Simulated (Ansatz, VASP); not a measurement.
Two plane-wave programs on Sn

```
Sn
1.0
     4.55816    0.00000    0.00000
     0.00000    4.55816    0.00000
     0.00000    0.00000    4.55816
Sn
3
Direct
  0.50000 0.00000 0.00000
  0.00000 0.50000 0.00000
  0.00000 0.00000 0.50000
```

Alike in both runs: task relaxation of cell and atoms; functional PBE; k mesh 10 × 10 × 10; occupations gaussian, width 0.1 eV; no spin polarisation.

|  | VASP | Ansatz |
| --- | --- | --- |
| version | VASP 6.6.1 | Ansatz 0.2.0 |
| potentials or method | VASP PAW PBE potentials, release 64 (Sn_d), cutoff 600 eV | scalar-relativistic, plane waves, PAW |
| valence electrons in the cell | 42 | 42 |

|  | VASP | Ansatz | Ansatz less VASP |
| --- | --- | --- | --- |
| gap on the k mesh at the Fermi level, each at its own relaxed structure (eV) | none | none | - |
| relaxed volume (Å³/atom) | 31.57 | 31.57 | 0.000 |
| relaxed length of the cell vector where the two differ most in proportion (Å) | 4.558 | 4.558 | 0.0000 |

A gap of «none» marks a metal or a gap that the smearing closes.

Noted on VASP's run: the relaxation stopped at its first step, so nothing moved.
